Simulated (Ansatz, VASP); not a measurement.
# One calculation of TiO2, two programs

```
Ti O
1.0
    -1.94065    1.94065    5.27990
     1.94065   -1.94065    5.27990
     1.94065    1.94065   -5.27990
Ti O
2 4
Direct
  0.00000 0.00000 0.00000
  0.75000 0.25000 0.50000
  0.20527 0.20527 0.00000
  0.95527 0.45527 0.50000
  0.54473 0.04473 0.50000
  0.79473 0.79473 0.00000
```

Alike in both runs: task single point; functional PBE; k mesh 8 × 8 × 8; occupations gaussian, width 0.05 eV; no spin polarisation; Hubbard terms Ti d U = 4.0 eV.

|  | VASP | Ansatz |
| --- | --- | --- |
| version | VASP 6.6.1 | Ansatz 0.2.0 |
| potentials or method | VASP PAW PBE potentials, release 64 (Ti_sv, O), cutoff 600 eV | scalar-relativistic, plane waves, PAW |
| valence electrons in the cell | 48 | 48 |

Ansatz gave:

| Item | Value |
| --- | --- |
| gap on the k mesh at the Fermi level (eV) | 2.28 |
| least direct gap on the mesh (eV) | 2.60 |
| pressure (GPa) | -17.0 |
| traceless stress, the component that is largest in VASP (GPa) | -4.65 |
| rms of the force components (eV/Å) | 0.341 |

**Question.** What did VASP give for the same quantities?

**Answer.** gap on the k mesh at the Fermi level (eV): 2.36; least direct gap on the mesh (eV): 2.67; pressure (GPa): -14.3; traceless stress, the component that is largest in VASP (GPa): -5.87; rms of the force components (eV/Å): 0.313.

The programs project onto different local orbitals, so the same U acts differently, and such runs can settle in different states. Atom by atom the forces differ by 0.027 eV/Å (rms over components).
